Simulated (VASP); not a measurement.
# NiO (Fm-3m) in VASP: electric field gradients with PBE

Aim: the electric field gradients of NiO with PBE.

Everything below comes from runs of VASP 6.6.1. Logs are shortened: lines on timing, memory, paths and dates and some standing lists are left out, and cuts for length are marked.

## 1. The cell of the first run

It takes space group Fm-3m (No. 225, cubic). The conventional cell has a = 4.190 Å, b = 4.190 Å, c = 4.190 Å, α = 90.00°, β = 90.00°, γ = 90.00°. Ni (site symmetry m-3m) has 6 O at 2.10 Å within 2.8 Å. O (site symmetry m-3m) has 6 Ni at 2.10 Å within 2.8 Å.

## 2. Electric field gradients, PBE, collinear spin, ferromagnetic start

File INCAR:

```
SYSTEM = NiO
PREC = Accurate
ENCUT = 520
EDIFF = 1E-8
ISMEAR = -1
SIGMA = 0.02
LREAL = .False.
LASPH = .True.
NELM = 150
ALGO = Normal
ISIF = 2
LWAVE = .False.
LCHARG = .False.
ISPIN = 2
MAGMOM = 2 0
LORBIT = 11
LMAXMIX = 4
GGA = PE
LEFG = .True.
NBANDS = 19
```

File KPOINTS:

```
Automatic mesh
0
Gamma
  12 12 12
  0 0 0
```

File POSCAR:

```
NiO
1.0
    0.0000000000      2.0950300000      2.0950300000
    2.0950300000      0.0000000000      2.0950300000
    2.0950300000      2.0950300000      0.0000000000
Ni O
1 1
Direct
    0.0000000000      0.0000000000      0.0000000000
    0.5000000000      0.5000000000      0.5000000000
```

Potentials or basis: VASP PAW PBE potentials, release 64 (Ni, O).

The run is started by

```console
$ cat potpaw_PBE.64/Ni/POTCAR potpaw_PBE.64/O/POTCAR > POTCAR
$ mpirun -np 1 vasp_std > vasp.out
```

OUTCAR:

```text
SYSTEM = NiO
   PREC = Accurate
   ENCUT = 520
   EDIFF = 1E-8
   ISMEAR = -1
   LREAL = .False.
   LASPH = .True.
   NELM = 150
   ISIF = 2
   ISPIN = 2
   LORBIT = 11
   GGA = PE

 ion  position               nearest neighbor table
   1  0.000  0.000  0.000-   2 2.10   2 2.10   2 2.10   2 2.10   2 2.10   2 2.10
   2  0.500  0.500  0.500-   1 2.10   1 2.10   1 2.10   1 2.10   1 2.10   1 2.10

  LATTYP: Found a face centered cubic cell.
 ALAT       =     4.1900600000

  Lattice vectors:

 A1 = (   0.0000000000,   2.0950300000,   2.0950300000)
 A2 = (   2.0950300000,   0.0000000000,   2.0950300000)
 A3 = (   2.0950300000,   2.0950300000,   0.0000000000)

Analysis of symmetry for initial positions (statically):
=====================================================================
 Subroutine PRICEL returns:
 Original cell was already a primitive cell.

 Routine SETGRP: Setting up the symmetry group for a
 face centered cubic supercell.

 Subroutine GETGRP returns: Found 48 space group operations
 (whereof 48 operations were pure point group operations)
 out of a pool of 48 trial point group operations.

The static configuration has the point symmetry O_h .

Analysis of symmetry for dynamics (positions and initial velocities):
=====================================================================
 Subroutine PRICEL returns:
 Original cell was already a primitive cell.

 Routine SETGRP: Setting up the symmetry group for a
 face centered cubic supercell.

 Subroutine GETGRP returns: Found 48 space group operations
 (whereof 48 operations were pure point group operations)
 out of a pool of 48 trial point group operations.

The dynamic configuration has the point symmetry O_h .

Analysis of structural, dynamic, and magnetic symmetry:
=====================================================================
 Subroutine PRICEL returns:
 Original cell was already a primitive cell.

 Routine SETGRP: Setting up the symmetry group for a
 face centered cubic supercell.

 Subroutine GETGRP returns: Found 48 space group operations
 (whereof 48 operations were pure point group operations)
 out of a pool of 48 trial point group operations.

The overall configuration has the point symmetry O_h .

 Subroutine INISYM returns: Found 48 space group operations
 (whereof 48 operations are pure point group operations),
 and found     1 'primitive' translations

----------------------------------------------------------------------------------------

                                     Primitive cell

  volume of cell :      18.3908

  direct lattice vectors                    reciprocal lattice vectors
     0.000000000  2.095030000  2.095030000    -0.238660067  0.238660067  0.238660067
     2.095030000  0.000000000  2.095030000     0.238660067 -0.238660067  0.238660067
     2.095030000  2.095030000  0.000000000     0.238660067  0.238660067 -0.238660067

  length of vectors
     2.962819840  2.962819840  2.962819840     0.413371362  0.413371362  0.413371362

  position of ions in fractional coordinates (direct lattice)
     0.000000000  0.000000000  0.000000000
     0.500000000  0.500000000  0.500000000

  ion indices of the primitive-cell ions
   primitive index   ion index
                 1           1
                 2           2

----------------------------------------------------------------------------------------

 KPOINTS: Automatic mesh

Automatic generation of k-mesh.
 Grid dimensions read from file:
 generate k-points for:   12   12   12

 Generating k-lattice:

  Cartesian coordinates                     Fractional coordinates (reciprocal lattice)
    -0.019888339  0.019888339  0.019888339     0.083333333  0.000000000  0.000000000
     0.019888339 -0.019888339  0.019888339     0.000000000  0.083333333  0.000000000
     0.019888339  0.019888339 -0.019888339     0.000000000  0.000000000  0.083333333

  Length of vectors
     0.034447613  0.034447613  0.034447613

  Shift w.r.t. Gamma in fractional coordinates (k-lattice)
     0.000000000  0.000000000  0.000000000

 Subroutine IBZKPT returns following result:
 ===========================================

 Found     72 irreducible k-points:

 Following reciprocal coordinates:
            Coordinates               Weight
  0.000000  0.000000  0.000000      1.000000
  0.083333  0.000000  0.000000      8.000000
  0.166667  0.000000  0.000000      8.000000
  0.250000  0.000000  0.000000      8.000000
  0.333333  0.000000  0.000000      8.000000
  0.416667  0.000000  0.000000      8.000000
[... 16 lines left out ...]
  0.500000  0.166667  0.000000     24.000000
 -0.416667  0.166667  0.000000     24.000000
 [... further k-points ...]
   k-points           NKPTS =     72   k-points in BZ     NKDIM =     72   number of bands    NBANDS=     19
   number of dos      NEDOS =    301   number of ions     NIONS =      2
   total plane-waves  NPLWV =  13824
   dimension x,y,z NGX =    24 NGY =   24 NGZ =   24
   dimension x,y,z NGXF=    48 NGYF=   48 NGZF=   48
   ions per type =               1   1
   NGX,Y,Z   is equivalent  to a cutoff of  13.47, 13.47, 13.47 a.u.
   NGXF,Y,Z  is equivalent  to a cutoff of  26.93, 26.93, 26.93 a.u.
 SYSTEM =  NiO
   PREC   = accura    normal or accurate (medium, high low for compatibility)
   ISTART =      0    job   : 0-new  1-cont  2-samecut
   ICHARG =      2    charge: 1-file 2-atom 10-const
   ISPIN  =      2    spin polarized calculation?
   LNONCOLLINEAR =      F non collinear calculations
   LSORBIT =      F    spin-orbit coupling
   LASPH  =      T    aspherical Exc in radial PAW
   ENCUT  =  520.0 eV  38.22 Ry    6.18 a.u.   5.51  5.51  5.51*2*pi/ulx,y,z
   NELM   =    150;   NELMIN=  2; NELMDL= -5     # of ELM steps
   EDIFF  = 0.1E-07   stopping-criterion for ELM
   LREAL  =      F    real-space projection
   EDIFFG = 0.1E-06   stopping-criterion for IOM
   NSW    =      0    number of steps for IOM
   IBRION =     -1    ionic relax: 0-MD 1-quasi-New 2-CG
   NFREE  =      0    steps in history (QN), initial steepest desc. (CG)
   ISIF   =      2    stress and relaxation
   ISYM   =      2    0-nonsym 1-usesym 2-fastsym
   POTIM  = 0.5000    time-step for ionic-motion
   TEBEG  =    0.0;   TEEND  =   0.0 temperature during run
   PSTRESS=    0.0 pullay stress
   NELECT =      16.0000    total number of electrons
   NUPDOWN=      -1.0000    fix difference up-down
   EMIN   =  10.00;   EMAX   =-10.00  energy-range for DOS
   EFERMI =   0.00;   METHOD = LEGACY
   ISMEAR =    -1;   SIGMA  =   0.02  broadening in eV -4-tet -1-fermi 0-gaus
   EFERMI_NEDOS =   21; number of points for ismear=-14 and -15
   IALGO  =     38    algorithm
   IMIX   =      4    mixing-type and parameters
     AMIX     =   0.40;   BMIX     =  1.00
     AMIX_MAG =   1.60;   BMIX_MAG =  1.00
  volume/ion in A,a.u.               =       9.20        62.05
  Fermi-wavevector in a.u.,A,eV,Ry     =   1.562840  2.953340 33.231816  2.442470
  Thomas-Fermi vector in A             =   2.665699
   LORBIT       =     11    0 simple, 1 ext, 2 COOP (PROOUT), +10 PAW based schemes
   GGA     = PE    functional components
   LHFCALC =     F    Hartree Fock is set to
   AEXX    =    0.0000 exact exchange contribution
   IVDW    =     0    specifies the selected vdW correction
   LEPSILON=     F    determine dielectric tensor
   LRPA    =     F    only Hartree local field effects (RPA)
 spin polarized calculation
  energy-cutoff  :      520.00
  volume of cell :       18.39
 maximum number of plane-waves:       531
 NGX is ok and might be reduce to    24
   NGX = 11   NGY = 11   NGZ = 11

 number of electron      16.0000008 magnetization       1.7006870

 Free energy of the ion-electron system (eV)
  ---------------------------------------------------
  ext. energy  EPLUGINS =         0.00000000
  ---------------------------------------------------
  free energy    TOTEN  =       -11.47631504 eV

  energy without entropy =      -11.47434558  energy(sigma->0) =      -11.47533031

 E-fermi :   7.7604     XC(G=0): -12.6230

 val. band max:        7.7577670974   @ k =  -0.4167   0.1667   0.0833
 cond. band min:       7.7616221314   @ k =   0.4167   0.0833   0.0000
 fundamental gap:      0.0038550340
 Fermi energy:         7.7603736306

 spin component 1

 k-point     1 :       0.0000    0.0000    0.0000
  band No.  band energies     occupation
      1     -12.5275      1.00000
      2       4.6838      1.00000
      3       4.6839      1.00000
      4       4.7927      1.00000
      5       4.7927      1.00000
      6       4.7927      1.00000
[... 11 lines left out ...]
     18      33.5642      0.00000
     19      33.5642      0.00000

 k-point     2 :       0.0833    0.0000    0.0000
  band No.  band energies     occupation
      1     -12.4500      1.00000
      2       3.9898      1.00000
      3       3.9899      1.00000
      4       4.0721      1.00000
      5       5.1303      1.00000
      6       5.1304      1.00000
[... 476 lines left out ...]
 k-point    24 :      -0.4167    0.1667    0.0000
  band No.  band energies     occupation
      1     -11.1354      1.00000
      2       0.0846      1.00000
      3       1.8801      1.00000
      4       2.0119      1.00000
      5       5.6607      1.00000
      6       5.8491      1.00000
[... 11 lines left out ...]
     18      38.0042      0.00000
     19      38.2532      0.00000

 [... further k-points ...]

 spin component 2

 k-point     1 :       0.0000    0.0000    0.0000
  band No.  band energies     occupation
      1     -12.1093      1.00000
      2       5.2755      1.00000
      3       5.2755      1.00000
      4       5.2755      1.00000
      5       5.9439      1.00000
      6       5.9441      1.00000
[... 11 lines left out ...]
     18      34.1462      0.00000
     19      34.1465      0.00000

 k-point     2 :       0.0833    0.0000    0.0000
  band No.  band energies     occupation
      1     -12.0297      1.00000
      2       4.5706      1.00000
      3       4.9363      1.00000
      4       4.9363      1.00000
      5       6.0502      1.00000
      6       6.0504      1.00000
[... 476 lines left out ...]
 k-point    24 :      -0.4167    0.1667    0.0000
  band No.  band energies     occupation
      1     -10.6634      1.00000
      2       0.4547      1.00000
      3       2.6838      1.00000
      4       3.0700      1.00000
      5       6.7496      1.00000
      6       6.7696      1.00000
[... 11 lines left out ...]
     18      38.3760      0.00000
     19      38.6705      0.00000

 [... further k-points ...]

------------------------ aborting loop because EDIFF is reached ----------------------------------------

  FORCE on cell =-STRESS in cart. coord.  units (eV):
  Direction    XX          YY          ZZ          XY          YZ          ZX
  --------------------------------------------------------------------------------------
  -------------------------------------------------------------------------------------
  Total        0.2949624      0.2949624      0.2949624     -0.0000000     -0.0000000      0.0000000
  in kB       25.6966473     25.6966473     25.6966473     -0.0000000     -0.0000000      0.0000000
  external PRESSURE =      25.6966473 kB  Pullay stress =       0.0000000 kB

 VOLUME and BASIS-vectors are now :
 -----------------------------------------------------------------------------
  energy-cutoff  :      520.00
  volume of cell :       18.39
      direct lattice vectors                 reciprocal lattice vectors
     0.000000000  2.095030000  2.095030000    -0.238660067  0.238660067  0.238660067
     2.095030000  0.000000000  2.095030000     0.238660067 -0.238660067  0.238660067
     2.095030000  2.095030000  0.000000000     0.238660067  0.238660067 -0.238660067

 POSITION                                       TOTAL-FORCE (eV/Angst)
 -----------------------------------------------------------------------------------
      0.00000      0.00000      0.00000         0.000000      0.000000      0.000000
      2.09503      2.09503      2.09503         0.000000      0.000000      0.000000
 -----------------------------------------------------------------------------------
    total drift:                                0.000000     -0.000000     -0.000000

  FREE ENERGIE OF THE ION-ELECTRON SYSTEM (eV)
  ---------------------------------------------------
  free  energy   TOTEN  =       -11.4763150409 eV

  energy  without entropy=      -11.4743455820  energy(sigma->0) =      -11.47533031

 Electric field gradients (V/A^2)
---------------------------------------------------------------------
 ion       V_xx      V_yy      V_zz      V_xy      V_xz      V_yz
---------------------------------------------------------------------
   1       0.000    -0.000    -0.000    -0.002    -0.002    -0.002
   2      -0.000     0.000    -0.000    -0.002    -0.002    -0.002
---------------------------------------------------------------------

 Electric field gradients after diagonalization (V/A^2)
 (convention: |V_zz| > |V_xx| > |V_yy|)
----------------------------------------------------------------------
 ion       V_xx      V_yy      V_zz     asymmetry (V_yy - V_xx)/ V_zz
----------------------------------------------------------------------
   1       0.002     0.002    -0.005       0.000
   2       0.002     0.002    -0.003       0.000
----------------------------------------------------------------------

           NMR quadrupolar parameters

 Cq : quadrupolar parameter    Cq=e*Q*V_zz/h
 eta: asymmetry parameters     (V_yy - V_xx)/ V_zz
 Q  : nuclear electric quadrupole moment in mb (millibarn)
----------------------------------------------------------------------
 ion       Cq(MHz)       eta       Q (mb)
----------------------------------------------------------------------
   1      -0.000       0.000       1.000
   2      -0.000       0.000       1.000
----------------------------------------------------------------------

 total charge

# of ion       s       p       d       tot
------------------------------------------
    1        0.328   0.397   8.246   8.971
    2        1.557   3.416   0.000   4.973
--------------------------------------------------
tot          1.885   3.812   8.246  13.944

 magnetization (x)

# of ion       s       p       d       tot
------------------------------------------
    1        0.012   0.015   1.378   1.404
    2        0.027   0.227   0.000   0.255
--------------------------------------------------
tot          0.039   0.242   1.378   1.659
```

It took 38 s on 1 thread of AMD EPYC 9R45 (Zen 5), shared host; peak memory 0.14 GiB.

What came out:

| Item | Value |
| --- | --- |
| Free energy | -11.4763 eV |
| Pressure | 2.6 GPa |
| Net moment | 1.70 μB per cell |
| Site moments | Ni +1.40; O +0.26 μB |
| Largest electric field gradient by atom | zero within the noise of the run |
| Valence electrons inside the program's atomic spheres | Ni 8.97; O 4.97 |

Caveat: a cell with one magnetic atom can't hold antiferromagnetic order, which such compounds often take; semilocal functionals often make such compounds metallic where correlation or magnetic order opens a gap, which also shifts bond lengths. With open d or f shells a metallic result of PBE can be an artefact of self-interaction; +U or a hybrid may open a gap.
